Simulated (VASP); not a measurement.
A run of VASP 6.6.1 is set up as follows.

File INCAR:

```
SYSTEM = Tl3Cu
ALGO     = Normal         ! electronic algorithm
EDIFF    = 1E-6           ! SCF threshold, eV
ENCUT    = 520            ! plane-wave cutoff, eV
GGA      = PE             ! functional
ISIF     = 2              ! what is computed and relaxed
ISMEAR   = -1             ! smearing method
IVDW     = 12             ! dispersion correction
LASPH    = .True.         ! aspherical terms in the spheres
LCHARG   = .False.        ! write CHGCAR
LREAL    = .False.        ! projectors in reciprocal space
LWAVE    = .False.        ! write WAVECAR
NBANDS   = 33             ! bands
NELM     = 60             ! most SCF steps
PREC     = Accurate       ! precision mode
SIGMA    = 0.05           ! smearing width, eV
```

File KPOINTS:

```
k-points
0
Gamma
  6 6 6
  0 0 0
```

The input POSCAR:

```
Tl3Cu
1.0
    4.7169980000      0.0000000000      0.0000000000
    0.0000000000      4.7169980000      0.0000000000
    0.0000000000      0.0000000000      4.7169980000
Tl Cu
3 1
Direct
    0.5000000000      0.5000000000      0.0000000000
    0.5000000000      0.0000000000      0.5000000000
    0.0000000000      0.5000000000      0.5000000000
    0.0000000000      0.0000000000      0.0000000000
```

Potentials or basis: VASP PAW PBE potentials, release 64 (Tl_d, Cu).

Run with:

```bash
$ cat potpaw_PBE.64/Tl_d/POTCAR potpaw_PBE.64/Cu/POTCAR > POTCAR
$ mpirun -np 1 vasp_std > vasp.out
```

Predict the band gap on the k mesh.

zero (band 25 reaches 7.36 eV, above the bottom of band 26 at 4.19 eV).

What does it give for the dispersion energy per atom?

-0.343 eV.

Caveat: three body term missing; spin-orbit coupling is left out, which moves the levels of the heavy elements.
